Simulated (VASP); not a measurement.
# Ta in VASP: notebook, part 2 of 2

VASP 6.6.1. Earlier steps stand in the parts before.

### 6 Single point, PBEsol (strain +0.050 along x and y, +0.025 along z)

Contents of INCAR:

```
  PREC = Accurate
  ENCUT = 520
  EDIFF = 1E-6
  ISMEAR = 0
  SIGMA = 0.15
  LREAL = False
  LASPH = True
  NELM = 60
  ALGO = Fast
  ISIF = 2
  LWAVE = False
  LCHARG = False
  GGA = PS
  NBANDS = 12
```

Contents of KPOINTS:

```
regular mesh
0
Gamma
  20 20 20
```

Contents of POSCAR:

```
Ta
1.0
   -1.7338440000      1.7338440000      1.6925620000
    1.7338440000     -1.7338440000      1.6925620000
    1.7338440000      1.7338440000     -1.6925620000
Ta
1
Direct
    0.0000000000      0.0000000000      0.0000000000
```

Potentials or basis: VASP PAW PBE potentials, release 64 (Ta_pv).

Run with:

```bash
$ cat potpaw_PBE.64/Ta_pv/POTCAR > POTCAR
$ mpirun -np 1 vasp_std > vasp.out
```

OUTCAR:

```text
PREC = Accurate
   ENCUT = 520
   EDIFF = 1E-6
   ISMEAR = 0
   LREAL = False
   LASPH = True
   NELM = 60
   ISIF = 2
   GGA = PS

 ion  position               nearest neighbor table
   1  0.000  0.000  0.000-

  LATTYP: Found a body centered tetragonal cell.
 ALAT       =     3.4676880000
 C/A-ratio  =     0.9761904762

  Lattice vectors:

 A1 = (  -1.7338440000,   1.7338440000,   1.6925620000)
 A2 = (   1.7338440000,  -1.7338440000,   1.6925620000)
 A3 = (   1.7338440000,   1.7338440000,  -1.6925620000)

Analysis of symmetry for initial positions (statically):
=====================================================================
 Subroutine PRICEL returns:
 Original cell was already a primitive cell.

 Routine SETGRP: Setting up the symmetry group for a
 body centered tetragonal supercell.

 Subroutine GETGRP returns: Found 16 space group operations
 (whereof 16 operations were pure point group operations)
 out of a pool of 16 trial point group operations.

The static configuration has the point symmetry D_4h.

Analysis of symmetry for dynamics (positions and initial velocities):
=====================================================================
 Subroutine PRICEL returns:
 Original cell was already a primitive cell.

 Routine SETGRP: Setting up the symmetry group for a
 body centered tetragonal supercell.

 Subroutine GETGRP returns: Found 16 space group operations
 (whereof 16 operations were pure point group operations)
 out of a pool of 16 trial point group operations.

The dynamic configuration has the point symmetry D_4h.

 Subroutine INISYM returns: Found 16 space group operations
 (whereof 16 operations are pure point group operations),
 and found     1 'primitive' translations

----------------------------------------------------------------------------------------

[... 111 lines left out ...]
  volume/ion in A,a.u.               =      20.35       137.35
  Fermi-wavevector in a.u.,A,eV,Ry     =   1.333514  2.519976 24.194684  1.778259
  Thomas-Fermi vector in A             =   2.462366
   LORBIT       =      0    0 simple, 1 ext, 2 COOP (PROOUT), +10 PAW based schemes
   GGA     = PS    functional components
   LHFCALC =     F    Hartree Fock is set to
   AEXX    =    0.0000 exact exchange contribution
   IVDW    =     0    specifies the selected vdW correction
   LEPSILON=     F    determine dielectric tensor
   LRPA    =     F    only Hartree local field effects (RPA)
 non-spin polarized calculation
 RMM-DIIS sequential band-by-band and
 Gauss-broadening in eV      SIGMA  =   0.15
  energy-cutoff  :      520.00
  volume of cell :       20.35
 maximum number of plane-waves:       565
 NGX is ok and might be reduce to    24
   NGX = 11   NGY = 11   NGZ = 11

 number of electron      11.0000002 magnetization

 Free energy of the ion-electron system (eV)
  ---------------------------------------------------
  ext. energy  EPLUGINS =         0.00000000
  ---------------------------------------------------
  free energy    TOTEN  =       -12.34840842 eV

  energy without entropy =      -12.33148170  energy(sigma->0) =      -12.33994506

 E-fermi :   4.3893     XC(G=0): -12.1155

 val. band max:        4.3888416090   @ k =  -0.2500   0.1500   0.0000
 cond. band min:       4.3904738253   @ k =  -0.0500   0.2500   0.0500
 fundamental gap:      0.0016322163
 Fermi energy:         4.3893173688

 k-point     1 :       0.0000    0.0000    0.0000
  band No.  band energies     occupation
      1     -29.1315      2.00000
      2     -29.1315      2.00000
      3     -29.1262      2.00000
      4      -3.0627      2.00000
      5       4.9072      0.00000
      6       5.1727      0.00000
      7       5.1727      0.00000
      8       7.7451      0.00000
      9       8.1021      0.00000
     10      18.7208      0.00000
     11      18.7208      0.00000
     12      19.1284      0.00000
[... 331 lines left out ...]
 k-point    24 :      -0.3500    0.0500    0.0000
  band No.  band energies     occupation
      1     -29.7049      2.00000
      2     -29.3266      2.00000
      3     -29.1414      2.00000
      4      -0.0332      2.00000
      5       3.5173      2.00000
      6       4.2305      1.86567
      7       7.6866      0.00000
      8       8.3015      0.00000
      9       8.7467      0.00000
     10      16.9867      0.00000
     11      17.9244      0.00000
     12      18.6259      0.00000

 [... further k-points ...]
[... 5 lines left out ...]
  --------------------------------------------------------------------------------------
  -------------------------------------------------------------------------------------
  Total       -2.9196443     -2.9196443     -2.7055704      0.0000000      0.0000000      0.0000000
  in kB     -229.8348626   -229.8348626   -212.9829315      0.0000000      0.0000000      0.0000000
  external PRESSURE =    -224.2175522 kB  Pullay stress =       0.0000000 kB

 VOLUME and BASIS-vectors are now :
 -----------------------------------------------------------------------------
  energy-cutoff  :      520.00
  volume of cell :       20.35
      direct lattice vectors                 reciprocal lattice vectors
    -1.733844000  1.733844000  1.692562000     0.000000000  0.288376578  0.295410153
     1.733844000 -1.733844000  1.692562000     0.288376578  0.000000000  0.295410153
     1.733844000  1.733844000 -1.692562000     0.288376578  0.288376578  0.000000000

 POSITION                                       TOTAL-FORCE (eV/Angst)
 -----------------------------------------------------------------------------------
      0.00000      0.00000      0.00000         0.000000      0.000000      0.000000
 -----------------------------------------------------------------------------------
    total drift:                                0.000000      0.000000      0.000000

  FREE ENERGIE OF THE ION-ELECTRON SYSTEM (eV)
  ---------------------------------------------------
  free  energy   TOTEN  =       -12.3484084183 eV

  energy  without entropy=      -12.3314817018  energy(sigma->0) =      -12.33994506
```

stdout:

```text
POSCAR found type information on POSCAR Ta
 POSCAR found :  1 types and       1 ions
 scaLAPACK will be used
 -----------------------------------------------------------------------------
|                                                                             |
|                                                                             |
|     You enforced a specific xc type in the INCAR file but a different       |
|     I HOPE YOU KNOW WHAT YOU ARE DOING!                                     |
|                                                                             |
 -----------------------------------------------------------------------------

 LDA part: xc-table for (Slater+PW92), standard interpolation
 POSCAR, INCAR and KPOINTS ok, starting setup
 FFT: planning ... GRIDC
 FFT: planning ... GRID_SOFT
 FFT: planning ... GRID
 WAVECAR not read
 entering main loop
```

It took 2.7 min on 1 thread of Intel Xeon 8259CL, shared host; peak memory 0.26 GiB.

What came out:

| Quantity | Value |
| --- | --- |
| Free energy | -12.3484 eV |
| Pressure | -22.4 GPa |
| Band gap on the k mesh | zero (an odd number of electrons rules out a gap without spin polarisation) |

Stress tensor (GPa, compression positive):
```
-22.98   0.00   0.00
  0.00 -22.98   0.00
  0.00   0.00 -21.30
```

Caveat: the cell differs from its parent crystal (strain +0.050 along x and y, +0.025 along z); the cell stands under tension; the PAW data sets were made with another functional, which shifts forces and pressure a little; spin-orbit coupling is left out, which moves the levels of the heavy elements.

### 7 Overview

| cell | gap on the mesh (eV) | pressure (GPa) |
| --- | --- | --- |
| a = 2.932 Å, angles 109.5°, 1 atom | none | -16.2 |
| a = 3.003 Å, angles 109.5°, 1 atom | none | -25.1 |
| a = 2.956 Å, angles 108.2, 108.2, 112.1°, 1 atom | none | -19.2 |
| a = 2.956 Å, angles 110.1, 110.1, 108.2°, 1 atom | none | -19.5 |
| a = 2.979 Å, angles 108.8, 108.8, 110.8°, 1 atom | none | -22.4 |

Alike in all rows: task single point; level PBEsol; potentials or basis VASP PAW PBE potentials, release 64 (Ta_pv); no spin polarisation; k mesh 20 × 20 × 20; cutoff (eV) 520; smearing gaussian 0.15 eV.

Caveats: the cell stands under tension; the PAW data sets were made with another functional, which shifts forces and pressure a little; spin-orbit coupling is left out, which moves the levels of the heavy elements.

Total energies depend on the potentials used, so only differences within one code and one set of settings carry meaning.
